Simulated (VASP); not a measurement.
# Ti: single point with PBE

The system is Ti.

```
Ti
1.0
     2.73478    0.00000    0.00000
    -1.36739    2.36839    0.00000
     0.00000    0.00000    2.73266
Ti
1
Cartesian
  0.0000 0.0000 0.0000
```

- Program: VASP 6.6.1
- Task: single point
- Functional: PBE
- Potentials or basis: VASP PAW PBE potentials, release 64 (Ti_sv)
- Cutoff: 520 eV
- k mesh: 15 × 15 × 14
- Occupations: fermi-dirac, width 0.08 eV
- Spin: no spin polarisation

| Quantity | Value |
| --- | --- |
| Pressure | -0.2 GPa |
| Band gap on the k mesh | zero (band 6 reaches 8.17 eV, above the bottom of band 7 at 7.66 eV) |

Levels at points of the mesh, in eV from the Fermi level:
| k point | band 2 | band 3 | band 4 | band 5 | band 6 | band 7 | band 8 | band 9 | band 10 | band 11 |
| --- | --- | --- | --- | --- | --- | --- | --- | --- | --- | --- |
| (0.00, 0.00, 0.00) | -32.51 | -32.29 | -32.29 | -5.78 | -1.26 | 1.15 | 1.15 | 3.89 | 3.89 | 14.23 |
| (0.00, 0.00, 0.50) | -33.15 | -32.24 | -32.24 | -2.31 | -0.61 | 1.53 | 1.53 | 2.59 | 2.59 | 6.72 |

Run time: 17 s on 1 thread of Intel(R) Xeon(R) 6975P-C (Granite Rapids), on a shared host, peak memory 0.15 GiB.
